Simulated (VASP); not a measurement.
# BaTe (zincblende type) (F-43m) in VASP: relaxation of cell and atoms with PBE

Aim: the relaxation of cell and atoms of BaTe (zincblende type) with PBE.

Everything below comes from runs of VASP 6.6.1. Logs are shortened: lines on timing, memory, paths and dates and some standing lists are left out, and cuts for length are marked.

**1. The cell of the first run**

Symmetry: F-43m, No. 216, cubic system. Conventional cell: a = 6.439 Å, b = 6.439 Å, c = 6.439 Å, α = 90.00°, β = 90.00°, γ = 90.00°. Ba (site symmetry -43m) has 4 Te at 2.79 Å within 3.7 Å. Te (site symmetry -43m) has 4 Ba at 2.79 Å within 3.7 Å.

**2. Relaxation of cell and atoms, PBE**

File INCAR:

```
SYSTEM = BaTe
  PREC = Accurate
  ENCUT = 600
  EDIFF = 1E-6
  ISMEAR = -1
  SIGMA = 0.05
  LREAL = .FALSE.
  LASPH = .TRUE.
  NELM = 100
  ALGO = Normal
  ISIF = 3
  LWAVE = .FALSE.
  LCHARG = .FALSE.
  GGA = PE
  IBRION = 2
  NSW = 100
  EDIFFG = -0.005
```

File KPOINTS:

```
regular mesh
0
G
  11 11 11
  0 0 0
```

File POSCAR:

```
BaTe
1.0
    0.0000000000      3.2195088072      3.2195088072
    3.2195088072      0.0000000000      3.2195088072
    3.2195088072      3.2195088072      0.0000000000
Ba Te
1 1
Direct
    0.0000000000      0.0000000000      0.0000000000
    0.2500000000      0.2500000000      0.2500000000
```

Potentials or basis: VASP PAW PBE potentials, release 64 (Ba_sv, Te).

Run with:

```console
$ cat potpaw_PBE.64/Ba_sv/POTCAR potpaw_PBE.64/Te/POTCAR > POTCAR
$ mpirun -np 1 vasp_std > vasp.out
```

OUTCAR:

```text
SYSTEM = BaTe
   PREC = Accurate
   ENCUT = 600
   EDIFF = 1E-6
   ISMEAR = -1
   LREAL = .FALSE.
   LASPH = .TRUE.
   NELM = 100
   ISIF = 3
   GGA = PE
   IBRION = 2
   NSW = 100
   EDIFFG = -0.005

 ion  position               nearest neighbor table
   1  0.000  0.000  0.000-   2 2.79   2 2.79   2 2.79   2 2.79
   2  0.250  0.250  0.250-   1 2.79   1 2.79   1 2.79   1 2.79

  LATTYP: Found a face centered cubic cell.
 ALAT       =     6.4390176144

  Lattice vectors:

 A1 = (   0.0000000000,   3.2195088072,   3.2195088072)
 A2 = (   3.2195088072,   0.0000000000,   3.2195088072)
 A3 = (   3.2195088072,   3.2195088072,   0.0000000000)

Analysis of symmetry for initial positions (statically):
=====================================================================
 Subroutine PRICEL returns:
 Original cell was already a primitive cell.

 Routine SETGRP: Setting up the symmetry group for a
 face centered cubic supercell.

 Subroutine GETGRP returns: Found 24 space group operations
 (whereof 24 operations were pure point group operations)
 out of a pool of 48 trial point group operations.

The static configuration has the point symmetry T_d .

Analysis of symmetry for dynamics (positions and initial velocities):
=====================================================================
 Subroutine PRICEL returns:
 Original cell was already a primitive cell.

 Routine SETGRP: Setting up the symmetry group for a
 face centered cubic supercell.

 Subroutine GETGRP returns: Found 24 space group operations
 (whereof 24 operations were pure point group operations)
 out of a pool of 48 trial point group operations.

The dynamic configuration has the point symmetry T_d .

 Subroutine INISYM returns: Found 24 space group operations
 (whereof 24 operations are pure point group operations),
 and found     1 'primitive' translations

----------------------------------------------------------------------------------------

                                     Primitive cell

  volume of cell :      66.7419

  direct lattice vectors                    reciprocal lattice vectors
     0.000000000  3.219508807  3.219508807    -0.155303194  0.155303194  0.155303194
     3.219508807  0.000000000  3.219508807     0.155303194 -0.155303194  0.155303194
     3.219508807  3.219508807  0.000000000     0.155303194  0.155303194 -0.155303194

  length of vectors
     4.553073019  4.553073019  4.553073019     0.268993022  0.268993022  0.268993022

  position of ions in fractional coordinates (direct lattice)
     0.000000000  0.000000000  0.000000000
     0.250000000  0.250000000  0.250000000

  ion indices of the primitive-cell ions
   primitive index   ion index
                 1           1
                 2           2

----------------------------------------------------------------------------------------

 KPOINTS: regular mesh

Automatic generation of k-mesh.
 Grid dimensions read from file:
 generate k-points for:   11   11   11

 Generating k-lattice:

  Cartesian coordinates                     Fractional coordinates (reciprocal lattice)
    -0.014118472  0.014118472  0.014118472     0.090909091  0.000000000  0.000000000
     0.014118472 -0.014118472  0.014118472     0.000000000  0.090909091  0.000000000
     0.014118472  0.014118472 -0.014118472     0.000000000  0.000000000  0.090909091

  Length of vectors
     0.024453911  0.024453911  0.024453911

  Shift w.r.t. Gamma in fractional coordinates (k-lattice)
     0.000000000  0.000000000  0.000000000

 Subroutine IBZKPT returns following result:
 ===========================================

 Found     56 irreducible k-points:

 Following reciprocal coordinates:
            Coordinates               Weight
  0.000000  0.000000  0.000000      1.000000
  0.090909  0.000000  0.000000      8.000000
  0.181818  0.000000  0.000000      8.000000
  0.272727  0.000000  0.000000      8.000000
  0.363636  0.000000  0.000000      8.000000
  0.454545  0.000000  0.000000      8.000000
[... 16 lines left out ...]
 -0.272727  0.181818  0.000000     24.000000
 -0.181818  0.181818  0.000000     12.000000
 [... further k-points ...]
   k-points           NKPTS =     56   k-points in BZ     NKDIM =     56   number of bands    NBANDS=     12
   number of dos      NEDOS =    301   number of ions     NIONS =      2
   total plane-waves  NPLWV =  46656
   dimension x,y,z NGX =    36 NGY =   36 NGZ =   36
   dimension x,y,z NGXF=    72 NGYF=   72 NGZF=   72
   ions per type =               1   1
   NGX,Y,Z   is equivalent  to a cutoff of  13.14, 13.14, 13.14 a.u.
   NGXF,Y,Z  is equivalent  to a cutoff of  26.29, 26.29, 26.29 a.u.
 SYSTEM =  BaTe
   PREC   = accura    normal or accurate (medium, high low for compatibility)
   ISTART =      0    job   : 0-new  1-cont  2-samecut
   ICHARG =      2    charge: 1-file 2-atom 10-const
   ISPIN  =      1    spin polarized calculation?
   LNONCOLLINEAR =      F non collinear calculations
   LSORBIT =      F    spin-orbit coupling
   LASPH  =      T    aspherical Exc in radial PAW
   ENCUT  =  600.0 eV  44.10 Ry    6.64 a.u.   9.09  9.09  9.09*2*pi/ulx,y,z
   NELM   =    100;   NELMIN=  2; NELMDL= -5     # of ELM steps
   EDIFF  = 0.1E-05   stopping-criterion for ELM
   LREAL  =      F    real-space projection
   EDIFFG = -.5E-02   stopping-criterion for IOM
   NSW    =    100    number of steps for IOM
   IBRION =      2    ionic relax: 0-MD 1-quasi-New 2-CG
   NFREE  =      1    steps in history (QN), initial steepest desc. (CG)
   ISIF   =      3    stress and relaxation
   ISYM   =      2    0-nonsym 1-usesym 2-fastsym
   POTIM  = 0.5000    time-step for ionic-motion
   TEBEG  =    0.0;   TEEND  =   0.0 temperature during run
   PSTRESS=    0.0 pullay stress
   NELECT =      16.0000    total number of electrons
   NUPDOWN=      -1.0000    fix difference up-down
   EMIN   =  10.00;   EMAX   =-10.00  energy-range for DOS
   EFERMI =   0.00;   METHOD = LEGACY
   ISMEAR =    -1;   SIGMA  =   0.05  broadening in eV -4-tet -1-fermi 0-gaus
   EFERMI_NEDOS =   21; number of points for ismear=-14 and -15
   IALGO  =     38    algorithm
   IMIX   =      4    mixing-type and parameters
     AMIX     =   0.40;   BMIX     =  1.00
     AMIX_MAG =   1.60;   BMIX_MAG =  1.00
  volume/ion in A,a.u.               =      33.37       225.20
  Fermi-wavevector in a.u.,A,eV,Ry     =   1.016987  1.921826 14.071984  1.034262
  Thomas-Fermi vector in A             =   2.150362
   LORBIT       =      0    0 simple, 1 ext, 2 COOP (PROOUT), +10 PAW based schemes
   GGA     = PE    functional components
   LHFCALC =     F    Hartree Fock is set to
   AEXX    =    0.0000 exact exchange contribution
   IVDW    =     0    specifies the selected vdW correction
   LEPSILON=     F    determine dielectric tensor
   LRPA    =     F    only Hartree local field effects (RPA)
 conjugate gradient relaxation of ions
 non-spin polarized calculation
  energy-cutoff  :      600.00
  volume of cell :       66.74
 maximum number of plane-waves:      2247
   NGX = 19   NGY = 19   NGZ = 19

--------------------------------------- Ionic step        1  -------------------------------------------

 number of electron      16.0000000 magnetization

 Free energy of the ion-electron system (eV)
  ---------------------------------------------------
  ext. energy  EPLUGINS =         0.00000000
  ---------------------------------------------------
  free energy    TOTEN  =        -4.34326733 eV

  energy without entropy =       -4.34326733  energy(sigma->0) =       -4.34326733

 E-fermi :   4.9773     XC(G=0):  -9.0259

 val. band max:        4.0184494826   @ k =   0.4545   0.4545   0.0000
 cond. band min:       5.9067362663   @ k =   0.3636   0.3636   0.0000
 fundamental gap:      1.8882867837
 Fermi energy:         4.9772572354

 k-point     1 :       0.0000    0.0000    0.0000
  band No.  band energies     occupation
      1     -22.4662      2.00000
      2      -7.8482      2.00000
      3      -7.8482      2.00000
      4      -7.8482      2.00000
      5      -6.1166      2.00000
      6       2.0318      2.00000
      7       2.0318      2.00000
      8       2.0318      2.00000
      9       6.8260      0.00000
     10       7.8371      0.00000
     11       7.8371      0.00000
     12      10.8907      0.00000

 k-point     2 :       0.0909    0.0000    0.0000
  band No.  band energies     occupation
      1     -22.4590      2.00000
      2      -8.0901      2.00000
      3      -7.8605      2.00000
      4      -7.8605      2.00000
      5      -5.8657      2.00000
      6       1.9947      2.00000
      7       2.0888      2.00000
      8       2.0888      2.00000
      9       7.1112      0.00000
     10       7.7123      0.00000
     11       7.7123      0.00000
     12      10.7046      0.00000
[... 460 lines left out ...]
 POSITION                                       TOTAL-FORCE (eV/Angst)
 -----------------------------------------------------------------------------------
      3.94317     -0.00000      3.94317        -0.000000     -0.000000     -0.000000
      1.97158      1.97158      1.97158         0.000000      0.000000      0.000000
 -----------------------------------------------------------------------------------
    total drift:                               -0.000000     -0.000000     -0.000000

  FREE ENERGIE OF THE ION-ELECTRON SYSTEM (eV)
  ---------------------------------------------------
  free  energy   TOTEN  =        -8.0889816729 eV

  energy  without entropy=       -8.0889816729  energy(sigma->0) =       -8.08898167

--------------------------------------- Ionic step        5  -------------------------------------------

 number of electron      16.0000000 magnetization

 Free energy of the ion-electron system (eV)
  ---------------------------------------------------
  ext. energy  EPLUGINS =         0.00000000
  ---------------------------------------------------
  free energy    TOTEN  =        -8.08987347 eV

  energy without entropy =       -8.08987347  energy(sigma->0) =       -8.08987347

 E-fermi :   1.1525     XC(G=0):  -6.6486

 val. band max:       -0.0300926101   @ k =  -0.3636   0.4545   0.1818
 cond. band min:       2.5437247714   @ k =   0.0000   0.0000   0.0000
 fundamental gap:      2.5738173814
 Fermi energy:         1.1525253543

 k-point     1 :       0.0000    0.0000    0.0000
  band No.  band energies     occupation
      1     -26.9466      2.00000
      2     -12.1295      2.00000
      3     -12.1295      2.00000
      4     -12.1295      2.00000
      5      -8.7306      2.00000
      6      -0.4396      2.00000
      7      -0.4396      2.00000
      8      -0.4396      2.00000
      9       2.5437      0.00000
     10       4.0942      0.00000
     11       4.0942      0.00000
     12       6.0240      0.00000

 k-point     2 :       0.0909    0.0000    0.0000
  band No.  band energies     occupation
      1     -26.9463      2.00000
      2     -12.1428      2.00000
      3     -12.1306      2.00000
      4     -12.1306      2.00000
      5      -8.7092      2.00000
      6      -0.4886      2.00000
      7      -0.4243      2.00000
      8      -0.4243      2.00000
      9       2.7162      0.00000
     10       4.0470      0.00000
     11       4.0470      0.00000
     12       5.9211      0.00000
[... 352 lines left out ...]
 POSITION                                       TOTAL-FORCE (eV/Angst)
 -----------------------------------------------------------------------------------
      0.00000      0.00000      0.00000         0.000000      0.000000      0.000000
      1.96435      1.96435      1.96435        -0.000000     -0.000000     -0.000000
 -----------------------------------------------------------------------------------
    total drift:                               -0.000000     -0.000000     -0.000000

  FREE ENERGIE OF THE ION-ELECTRON SYSTEM (eV)
  ---------------------------------------------------
  free  energy   TOTEN  =        -8.0898734726 eV

  energy  without entropy=       -8.0898734726  energy(sigma->0) =       -8.08987347

 reached required accuracy - stopping structural energy minimisation
```

Wall time 1.8 min (1 thread of Intel Xeon 6975P-C (Granite Rapids), shared host); peak memory 0.24 GiB.

What came out:

* Free energy: -8.0899 eV
* Relaxed volume: 60.64 Å³/atom
* Relaxed cell: a = 5.556 Å, b = 5.556 Å, c = 5.556 Å, α = 60.00°, β = 60.00°, γ = 60.00°
* Space group after relaxing (to 0.1 Å): F-43m (No. 216)
* Energy gained by relaxing: 1873.3 meV/atom
* Ionic steps: 5
* Pressure after relaxing: 0.0 GPa
* Band gap on the k mesh: 2.57 eV (least direct gap 2.94 eV)

Step by step:
| step | energy change (eV) | largest force (eV/Å) | pressure (GPa) | volume (Å³) |
| --- | --- | --- | --- | --- |
| 1 | 0.0000 | 0.0000 | 36.10 | 66.74 |
| 2 | -3.1403 | 0.0000 | -3.06 | 168.89 |
| 3 | -3.7431 | 0.0000 | 0.43 | 118.56 |
| 4 | -3.7457 | 0.0000 | -0.20 | 122.62 |
| 5 | -3.7466 | 0.0000 | 0.00 | 121.28 |

Final structure:
```cif
data_structure
_symmetry_space_group_name_H-M 'P 1'
_symmetry_Int_Tables_number 1
_cell_length_a 5.5560
_cell_length_b 5.5560
_cell_length_c 5.5560
_cell_angle_alpha 60.000
_cell_angle_beta 60.000
_cell_angle_gamma 60.000
_cell_volume 121.28
loop_
_atom_site_label
_atom_site_type_symbol
_atom_site_fract_x
_atom_site_fract_y
_atom_site_fract_z
_atom_site_occupancy
Ba1 Ba 0.00000 0.00000 0.00000 1
Te1 Te 0.25000 0.25000 0.25000 1
```

Caveat: the volume moved by over 15 % at a fixed basis, so the end points are rough; spin-orbit coupling is left out, which moves the levels of the heavy elements; an odd mesh through Γ misses points on the zone boundary, where band edges can lie.
